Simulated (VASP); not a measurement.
A run of VASP 6.6.1 is set up as follows.

File INCAR:

```
SYSTEM = AlN
  ALGO = Normal
  EDIFF = 1E-6
  ENCUT = 600
  GGA = PE
  GGA_COMPAT = .False.
  ISIF = 2
  ISMEAR = 0
  LASPH = .True.
  LCHARG = .True.
  LELF = .True.
  LREAL = .False.
  LVHAR = .True.
  LWAVE = .False.
  NBANDS = 16
  NELM = 120
  PREC = Accurate
  SIGMA = 0.02
```

Contents of KPOINTS:

```
k-points
0
Gamma
  8 6 8
  0 0 0
```

Contents of POSCAR:

```
AlN
1.0
    3.1130547766      0.0000000000      0.0000000000
    0.0000000000      4.4025242180      0.0000000000
    0.0000000000      0.0000000000      3.1130547273
Al N
2 2
Direct
    0.0000000000      0.0000000000      0.0000000000
    0.5000000000      0.5000000000      0.5000117000
    0.5000000000      0.2500000000      0.0000000000
    0.0000000000      0.7500000000      0.5000117000
```

Potentials or basis: VASP PAW PBE potentials, release 64 (Al, N).

Run with:

```console
$ cat potpaw_PBE.64/Al/POTCAR potpaw_PBE.64/N/POTCAR > POTCAR
$ mpirun -np 1 vasp_std > vasp.out
```

Question: Estimate the pressure.

Answer: -0.3 GPa.

Question: What does it give for the band gap on the k mesh?

Answer: 3.31 eV.

A k mesh can miss the band edges.
